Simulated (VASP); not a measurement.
# Cs in VASP: a series of runs, part 2 of 2

VASP 6.6.1. Earlier steps stand in the parts before.

## Step 5: Single point, PBEsol

INCAR reads:

```
SYSTEM = Cs
ALGO = Fast ; EDIFF = 1E-6
ENCUT = 520 ; GGA = PS
ISIF = 2 ; ISMEAR = 0
LASPH = .True. ; LCHARG = .False.
LREAL = .False. ; LWAVE = .False.
NBANDS = 10 ; NELM = 60
PREC = Accurate ; SIGMA = 0.05
```

KPOINTS reads:

```
k-points
0
Gamma
  6 6 6
  0 0 0
```

POSCAR reads:

```
Cs
1.0
    0.0000000000      3.9483357400      3.9483357400
    3.9483357400      0.0000000000      3.9483357400
    3.9483357400      3.9483357400      0.0000000000
Cs
1
Direct
    0.0000000000      0.0000000000      0.0000000000
```

Potentials or basis: VASP PAW PBE potentials, release 64 (Cs_sv).

Started as:

```console
> cat potpaw_PBE.64/Cs_sv/POTCAR > POTCAR
> mpirun -np 1 vasp_std > vasp.out
```

OUTCAR:

```text
SYSTEM = Cs
   EDIFF = 1E-6
   ENCUT = 520
   GGA = PS
   ISIF = 2
   ISMEAR = 0
   LASPH = .True.
   LREAL = .False.
   NELM = 60
   PREC = Accurate

 ion  position               nearest neighbor table
   1  0.000  0.000  0.000-

  LATTYP: Found a face centered cubic cell.
 ALAT       =     7.8966714800

  Lattice vectors:

 A1 = (   0.0000000000,   3.9483357400,   3.9483357400)
 A2 = (   3.9483357400,   0.0000000000,   3.9483357400)
[... 377 lines left out ...]
      7       1.4597      0.00000
      8       2.5250      0.00000
      9       4.2791      0.00000
     10       4.4721      0.00000

------------------------ aborting loop because EDIFF is reached ----------------------------------------

  FORCE on cell =-STRESS in cart. coord.  units (eV):
  Direction    XX          YY          ZZ          XY          YZ          ZX
  --------------------------------------------------------------------------------------
  -------------------------------------------------------------------------------------
  Total       -0.1458780     -0.1458780     -0.1458780     -0.0000000     -0.0000000     -0.0000000
  in kB       -1.8985765     -1.8985765     -1.8985765     -0.0000000     -0.0000000     -0.0000000
  external PRESSURE =      -1.8985765 kB  Pullay stress =       0.0000000 kB

 VOLUME and BASIS-vectors are now :
 -----------------------------------------------------------------------------
  energy-cutoff  :      520.00
  volume of cell :      123.10
      direct lattice vectors                 reciprocal lattice vectors
     0.000000000  3.948335740  3.948335740    -0.126635634  0.126635634  0.126635634
     3.948335740  0.000000000  3.948335740     0.126635634 -0.126635634  0.126635634
     3.948335740  3.948335740  0.000000000     0.126635634  0.126635634 -0.126635634

 POSITION                                       TOTAL-FORCE (eV/Angst)
 -----------------------------------------------------------------------------------
      0.00000      0.00000      0.00000         0.000000      0.000000      0.000000
 -----------------------------------------------------------------------------------
    total drift:                                0.000000     -0.000000     -0.000000

  FREE ENERGIE OF THE ION-ELECTRON SYSTEM (eV)
  ---------------------------------------------------
  free  energy   TOTEN  =        -0.9229281295 eV

  energy  without entropy=       -0.9201183775  energy(sigma->0) =       -0.92152325
```

OSZICAR:

```text
N       E                     dE             d eps       ncg     rms          rms(c)
DAV:   1     0.556697177131E+02    0.55670E+02   -0.27977E+03   320   0.608E+02
DAV:   2     0.398844385479E+01   -0.51681E+02   -0.50339E+02   452   0.108E+02
DAV:   3    -0.851732949115E+00   -0.48402E+01   -0.48372E+01   364   0.399E+01
DAV:   4    -0.921405482292E+00   -0.69673E-01   -0.69663E-01   428   0.555E+00
DAV:   5    -0.921789850728E+00   -0.38437E-03   -0.38436E-03   428   0.393E-01    0.128E-01
RMM:   6    -0.922215114295E+00   -0.42526E-03   -0.65784E-04   342   0.137E-01    0.918E-02
RMM:   7    -0.922909225838E+00   -0.69411E-03   -0.32849E-03   352   0.301E-01    0.255E-02
RMM:   8    -0.922924407231E+00   -0.15181E-04   -0.15403E-04   441   0.809E-02    0.329E-03
RMM:   9    -0.922927439033E+00   -0.30318E-05   -0.26607E-05   470   0.274E-02    0.222E-03
RMM:  10    -0.922928481151E+00   -0.10421E-05   -0.46317E-06   453   0.127E-02    0.241E-03
RMM:  11    -0.922928129476E+00    0.35167E-06   -0.15081E-06   358   0.582E-03
   1 F= -.92292813E+00 E0= -.92152325E+00  d E =-.280975E-02
```

Wall time 21 s (1 thread of Intel Xeon Platinum 8488C (Sapphire Rapids), shared host); peak memory 0.24 GiB.

What came out:

- Free energy: -0.9229 eV
- Pressure: -0.2 GPa

Caveat: the PAW data sets were made with another functional, which shifts forces and pressure a little; spin-orbit coupling is left out, which moves the levels of the heavy elements.

## Step 6: Single point, PBEsol

INCAR reads:

```
SYSTEM = Cs
PREC = Accurate ; ENCUT = 520
EDIFF = 1E-7 ; ISMEAR = 0
SIGMA = 0.1 ; LREAL = .False.
LASPH = .True. ; NELM = 60
ALGO = Normal ; ISIF = 2
LWAVE = .False. ; LCHARG = .False.
GGA = PS ; NBANDS = 10
```

KPOINTS reads:

```
regular mesh
0
Gamma
  6 6 6
  0 0 0
```

POSCAR is that of step 5.

Potentials or basis: VASP PAW PBE potentials, release 64 (Cs_sv).

Started as:

```console
> cat potpaw_PBE.64/Cs_sv/POTCAR > POTCAR
> mpirun -np 1 vasp_std > vasp.out
```

OUTCAR:

```text
SYSTEM = Cs
   PREC = Accurate
   ENCUT = 520
   EDIFF = 1E-7
   ISMEAR = 0
   LREAL = .False.
   LASPH = .True.
   NELM = 60
   ISIF = 2
   GGA = PS

 ion  position               nearest neighbor table
   1  0.000  0.000  0.000-

  LATTYP: Found a face centered cubic cell.
 ALAT       =     7.8966714800

  Lattice vectors:

 A1 = (   0.0000000000,   3.9483357400,   3.9483357400)
 A2 = (   3.9483357400,   0.0000000000,   3.9483357400)
 A3 = (   3.9483357400,   3.9483357400,   0.0000000000)

Analysis of symmetry for initial positions (statically):
=====================================================================
 Subroutine PRICEL returns:
 Original cell was already a primitive cell.

 Routine SETGRP: Setting up the symmetry group for a
 face centered cubic supercell.

 Subroutine GETGRP returns: Found 48 space group operations
 (whereof 48 operations were pure point group operations)
 out of a pool of 48 trial point group operations.

The static configuration has the point symmetry O_h .

Analysis of symmetry for dynamics (positions and initial velocities):
=====================================================================
 Subroutine PRICEL returns:
 Original cell was already a primitive cell.

 Routine SETGRP: Setting up the symmetry group for a
 face centered cubic supercell.

 Subroutine GETGRP returns: Found 48 space group operations
 (whereof 48 operations were pure point group operations)
 out of a pool of 48 trial point group operations.

The dynamic configuration has the point symmetry O_h .

 Subroutine INISYM returns: Found 48 space group operations
 (whereof 48 operations are pure point group operations),
 and found     1 'primitive' translations

----------------------------------------------------------------------------------------

                                     Primitive cell

[... 101 lines left out ...]
  Fermi-wavevector in a.u.,A,eV,Ry     =   0.684539  1.293591  6.375605  0.468594
  Thomas-Fermi vector in A             =   1.764221
   LORBIT       =      0    0 simple, 1 ext, 2 COOP (PROOUT), +10 PAW based schemes
   GGA     = PS    functional components
   LHFCALC =     F    Hartree Fock is set to
   AEXX    =    0.0000 exact exchange contribution
   IVDW    =     0    specifies the selected vdW correction
   LEPSILON=     F    determine dielectric tensor
   LRPA    =     F    only Hartree local field effects (RPA)
 non-spin polarized calculation
 Gauss-broadening in eV      SIGMA  =   0.10
  energy-cutoff  :      520.00
  volume of cell :      123.10
 maximum number of plane-waves:      3347
 NGX is ok and might be reduce to    42
   NGX = 21   NGY = 21   NGZ = 21

 number of electron       9.0000001 magnetization

 Free energy of the ion-electron system (eV)
  ---------------------------------------------------
  ext. energy  EPLUGINS =         0.00000000
  ---------------------------------------------------
  free energy    TOTEN  =        -0.92637444 eV

  energy without entropy =       -0.91766954  energy(sigma->0) =       -0.92202199

 E-fermi :   0.1863     XC(G=0):  -5.3025

 val. band max:        0.1450539590   @ k =   0.5000   0.3333   0.1667
 cond. band min:       0.2010658651   @ k =   0.5000   0.0000   0.0000
 fundamental gap:      0.0560119061
 Fermi energy:         0.1862789303

 k-point     1 :       0.0000    0.0000    0.0000
  band No.  band energies     occupation
      1     -23.6708      2.00000
      2     -10.4007      2.00000
      3     -10.4007      2.00000
      4     -10.4007      2.00000
      5      -1.3989      2.00000
      6       2.6335      0.00000
      7       2.6335      0.00000
      8       2.6335      0.00000
      9       3.6635      0.00000
     10       3.6635      0.00000
[... 183 lines left out ...]
 k-point    16 :      -0.3333    0.5000    0.1667
  band No.  band energies     occupation
      1     -23.6651      2.00000
      2     -10.4866      2.00000
      3     -10.4557      2.00000
      4     -10.4409      2.00000
      5       0.8378      0.00000
      6       1.3375      0.00000
      7       1.4598      0.00000
      8       2.5255      0.00000
      9       4.2766      0.00000
     10       4.3836      0.00000

------------------------ aborting loop because EDIFF is reached ----------------------------------------

  FORCE on cell =-STRESS in cart. coord.  units (eV):
  Direction    XX          YY          ZZ          XY          YZ          ZX
  --------------------------------------------------------------------------------------
  -------------------------------------------------------------------------------------
  Total       -0.1449045     -0.1449045     -0.1449045     -0.0000000      0.0000000      0.0000000
  in kB       -1.8859072     -1.8859072     -1.8859072     -0.0000000      0.0000000      0.0000000
  external PRESSURE =      -1.8859072 kB  Pullay stress =       0.0000000 kB

 VOLUME and BASIS-vectors are now :
 -----------------------------------------------------------------------------
  energy-cutoff  :      520.00
  volume of cell :      123.10
      direct lattice vectors                 reciprocal lattice vectors
     0.000000000  3.948335740  3.948335740    -0.126635634  0.126635634  0.126635634
     3.948335740  0.000000000  3.948335740     0.126635634 -0.126635634  0.126635634
     3.948335740  3.948335740  0.000000000     0.126635634  0.126635634 -0.126635634

 POSITION                                       TOTAL-FORCE (eV/Angst)
 -----------------------------------------------------------------------------------
      0.00000      0.00000      0.00000         0.000000     -0.000000     -0.000000
 -----------------------------------------------------------------------------------
    total drift:                               -0.000000     -0.000000     -0.000000

  FREE ENERGIE OF THE ION-ELECTRON SYSTEM (eV)
  ---------------------------------------------------
  free  energy   TOTEN  =        -0.9263744367 eV

  energy  without entropy=       -0.9176695441  energy(sigma->0) =       -0.92202199
```

OSZICAR:

```text
N       E                     dE             d eps       ncg     rms          rms(c)
DAV:   1     0.556664245970E+02    0.55666E+02   -0.27977E+03   320   0.608E+02
DAV:   2     0.398467639841E+01   -0.51682E+02   -0.50315E+02   452   0.108E+02
DAV:   3    -0.855193920800E+00   -0.48399E+01   -0.48368E+01   364   0.399E+01
DAV:   4    -0.924883337524E+00   -0.69689E-01   -0.69680E-01   428   0.555E+00
DAV:   5    -0.925268108176E+00   -0.38477E-03   -0.38476E-03   428   0.393E-01    0.126E-01
DAV:   6    -0.925683154445E+00   -0.41505E-03   -0.86254E-04   414   0.149E-01    0.910E-02
DAV:   7    -0.926348894263E+00   -0.66574E-03   -0.31339E-03   404   0.296E-01    0.266E-02
DAV:   8    -0.926373933321E+00   -0.25039E-04   -0.80628E-05   374   0.547E-02    0.481E-03
DAV:   9    -0.926374914904E+00   -0.98158E-06   -0.38200E-06   460   0.961E-03    0.287E-03
DAV:  10    -0.926374355540E+00    0.55936E-06   -0.85135E-07   400   0.461E-03    0.767E-04
DAV:  11    -0.926374436709E+00   -0.81169E-07   -0.37418E-08   220   0.115E-03
   1 F= -.92637444E+00 E0= -.92202199E+00  d E =-.870489E-02
```

stdout:

```text
POSCAR found type information on POSCAR Cs
 POSCAR found :  1 types and       1 ions
 scaLAPACK will be used
 -----------------------------------------------------------------------------
|                                                                             |
|                                                                             |
|     You enforced a specific xc type in the INCAR file but a different       |
|     I HOPE YOU KNOW WHAT YOU ARE DOING!                                     |
|                                                                             |
 -----------------------------------------------------------------------------

 LDA part: xc-table for (Slater+PW92), standard interpolation
 POSCAR, INCAR and KPOINTS ok, starting setup
 FFT: planning ... GRIDC
 FFT: planning ... GRID_SOFT
 FFT: planning ... GRID
 WAVECAR not read
 entering main loop
```

Wall time 24 s (1 thread of Intel Xeon Platinum 8488C (Sapphire Rapids), shared host); peak memory 0.24 GiB.

What came out:

- Free energy: -0.9264 eV
- Pressure: -0.2 GPa

Caveat: the PAW data sets were made with another functional, which shifts forces and pressure a little; spin-orbit coupling is left out, which moves the levels of the heavy elements.

## Step 7: Summary

```csv
cell,k mesh,smearing,gap on the mesh (eV),pressure (GPa)
"a = 5.584, b = 5.584, c = 5.612 Å, angles 59.8, 59.8, 59.7°, 1 atom",5 × 5 × 5,fermi-dirac 0.05 eV,none,-0.2
"a = 5.584, b = 5.584, c = 5.640 Å, angles 59.7, 59.7, 59.3°, 1 atom",5 × 5 × 5,fermi-dirac 0.05 eV,none,-0.2
"a = 5.584, b = 5.584, c = 5.695 Å, angles 59.3, 59.3, 58.7°, 1 atom",5 × 5 × 5,fermi-dirac 0.05 eV,none,-0.2
"a = 5.584 Å, angles 60.0°, 1 atom",6 × 6 × 6,gaussian 0.05 eV,none,-0.2
"a = 5.584 Å, angles 60.0°, 1 atom",6 × 6 × 6,gaussian 0.1 eV,none,-0.2
```

Alike in all rows: task single point; level PBEsol; potentials or basis VASP PAW PBE potentials, release 64 (Cs_sv); no spin polarisation; cutoff (eV) 520.

Caveats: the PAW data sets were made with another functional, which shifts forces and pressure a little; spin-orbit coupling is left out, which moves the levels of the heavy elements.

Total energies depend on the potentials used, so only differences within one code and one set of settings carry meaning.
